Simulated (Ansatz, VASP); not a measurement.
Al2GaP3 in VASP and in Ansatz

File INCAR:

```
SYSTEM = Al2GaP3
ALGO = Normal ; EDIFF = 1E-6
ENCUT = 520 ; GGA = PE
ISIF = 2 ; ISMEAR = 0
LASPH = .True. ; LCHARG = .False.
LREAL = .False. ; LWAVE = .False.
NBANDS = 46 ; NELM = 100
PREC = Accurate ; SIGMA = 0.1
```

KPOINTS

```
k-points
0
Gamma
  6 6 1
  0 0 0
```

Contents of POSCAR:

```
Al2GaP3
1.0
    3.7214046500      0.0000000000      0.0000000000
   -1.8607023300      3.2228309700      0.0000000000
    0.0000000000      0.0000000000     18.3247166700
Al Ga P
4 2 6
Direct
    0.3333333300      0.6666666700      0.0000230000
    0.3333333300      0.6666666700      0.6666896700
    0.6666666700      0.3333333300      0.1666896700
    0.6666666700      0.3333333300      0.5000230000
    0.3333333300      0.6666666700      0.3333563300
    0.6666666700      0.3333333300      0.8333563300
    0.3333333300      0.6666666700      0.1249770000
    0.3333333300      0.6666666700      0.4583103400
    0.3333333300      0.6666666700      0.7916436700
    0.6666666700      0.3333333300      0.2916436700
    0.6666666700      0.3333333300      0.6249770000
    0.6666666700      0.3333333300      0.9583103400
```

Input for Ansatz:

```yaml
crystal:
  lattice:
    - [3.72140465, 0.0, 0.0]
    - [-1.86070233, 3.22283097, 0.0]
    - [0.0, 0.0, 18.32471667]
  atoms:
    - { symbol: Al, position: [0.33333333, 0.66666667, 2.3e-05] }
    - { symbol: Al, position: [0.33333333, 0.66666667, 0.66668967] }
    - { symbol: Al, position: [0.66666667, 0.33333333, 0.16668967] }
    - { symbol: Al, position: [0.66666667, 0.33333333, 0.500023] }
    - { symbol: Ga, position: [0.33333333, 0.66666667, 0.33335633] }
    - { symbol: Ga, position: [0.66666667, 0.33333333, 0.83335633] }
    - { symbol: P, position: [0.33333333, 0.66666667, 0.124977] }
    - { symbol: P, position: [0.33333333, 0.66666667, 0.45831034] }
    - { symbol: P, position: [0.33333333, 0.66666667, 0.79164367] }
    - { symbol: P, position: [0.66666667, 0.33333333, 0.29164367] }
    - { symbol: P, position: [0.66666667, 0.33333333, 0.624977] }
    - { symbol: P, position: [0.66666667, 0.33333333, 0.95831034] }
basis:
  ecutwfc: 420
kpoints:
  mp_grid: { grid: [6, 6, 1] }
hamiltonian:
  xc: pbe
scf:
  occupations: { method: gaussian, width: 0.1 }
  lower_state_search: "off"
output:
  forces: true
  stress: true
  eigenvalues: true
```

Alike in both runs: task single point; functional PBE; k mesh 6 × 6 × 1; occupations gaussian, width 0.1 eV; no spin polarisation.

```csv
,VASP,Ansatz
version,VASP 6.6.1,Ansatz 0.2.0
potentials or method,"VASP PAW PBE potentials, release 64 (Al, Ga_d, P), cutoff 520 eV","scalar-relativistic, plane waves, PAW"
valence electrons in the cell,68,68
```

|  | VASP | Ansatz | Ansatz less VASP |
| --- | --- | --- | --- |
| gap on the k mesh at the Fermi level (eV) | 1.44 | 1.44 | +0.002 |
| least direct gap on the mesh (eV) | 2.24 | 2.25 | +0.001 |
| pressure (GPa) | 13.9 | 14.0 | +0.13 |
| traceless stress, the component that is largest in VASP (GPa) | 0.25 | 0.25 | -0.003 |
| rms of the force components (eV/Å) | 0.026 | 0.025 | -0.0001 |

Atom by atom the forces differ by 0.001 eV/Å (rms over components). With one functional, cell and mesh, what is left measures potentials, basis and numerics.
